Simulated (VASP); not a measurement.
Here is a VASP 6.6.1 calculation.

The input INCAR:

```
SYSTEM = Zn
PREC     = Accurate       ! precision mode
ENCUT    = 520            ! plane-wave cutoff, eV
EDIFF    = 1E-7           ! SCF threshold, eV
ISMEAR   = -1             ! smearing method
SIGMA    = 0.05           ! smearing width, eV
LREAL    = .FALSE.        ! projectors in reciprocal space
LASPH    = .TRUE.         ! aspherical terms in the spheres
NELM     = 60             ! most SCF steps
ALGO     = Normal         ! electronic algorithm
ISIF     = 2              ! what is computed and relaxed
LWAVE    = .FALSE.        ! write WAVECAR
LCHARG   = .FALSE.        ! write CHGCAR
GGA      = PS             ! functional
NBANDS   = 32             ! bands
```

KPOINTS

```
regular mesh
0
G
  16 8 9
  0 0 0
```

POSCAR

```
Zn
1.0
   -1.2948696662      2.2427800511      0.0000000000
    0.0000000000      0.0000000000      4.9158409014
    3.8846089987      2.2427800511      0.0000000000
Zn
4
Direct
    0.5000000000      0.2500000000      0.1666666670
    0.0000000000      0.2500000000      0.6666666670
    0.0000000000      0.7500000000      0.3333333330
    0.5000000000      0.7500000000      0.8333333330
```

Potentials or basis: VASP PAW PBE potentials, release 64 (Zn).

Command:

```bash
$ cat potpaw_PBE.64/Zn/POTCAR > POTCAR
$ mpirun -np 1 vasp_std > vasp.out
```

Q: Estimate the pressure.

A: 0.5 GPa.

Q: What does it give for the band gap on the k mesh?

A: Zero (bands 24 and 25 overlap by 3.52 eV).

Stress tensor (GPa, compression positive):
```
 1.27 -0.22  0.00
-0.22  1.52  0.00
 0.00  0.00 -1.29
```

Caveat: the PAW data sets were made with another functional, which shifts forces and pressure a little.
